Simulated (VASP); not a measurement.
Crystal: Lu.

```
CELL_PARAMETERS angstrom
3.15834 0.00000 0.00000
0.00000 3.15834 0.00000
0.00000 0.00000 3.15834
ATOMIC_POSITIONS crystal
Lu 0.00000 0.00000 0.00000
```

This isn't the form of Lu at room conditions, which is hcp.

| Item | Value |
| --- | --- |
| Program | VASP 6.6.1 |
| Task | relaxation of cell and atoms |
| Functional | PBE |
| Potentials or basis | VASP PAW PBE potentials, release 64 (Lu) |
| Cutoff | 600 eV |
| k mesh | 12 × 12 × 12 |
| Occupations | fermi-dirac, width 0.1 eV |
| Spin | no spin polarisation |

At the start: pressure 1.6 GPa; volume 31.50 Å³/atom.

How do energy, volume and symmetry change on relaxing?

Over 3 steps the energy falls by 7.9 meV/atom and the volume is 33.14 Å³/atom (+5.2 %); space group Pm-3m (No. 221, to 0.1 Å) before and after.

The path:
```tsv
step	energy change (eV)	largest force (eV/Å)	pressure (GPa)	volume (Å³)
1	0.0000	0.0000	1.63	31.50
2	-0.0078	0.0000	0.13	32.98
3	-0.0079	0.0000	0.00	33.14
```

Final structure:
```yaml
crystal:
  lattice:
    - [3.21220, 0.00000, 0.00000]
    - [0.00000, 3.21220, 0.00000]
    - [0.00000, 0.00000, 3.21220]
  atoms:
    - { symbol: Lu, position: [0.00000, 0.00000, 0.00000] }
```
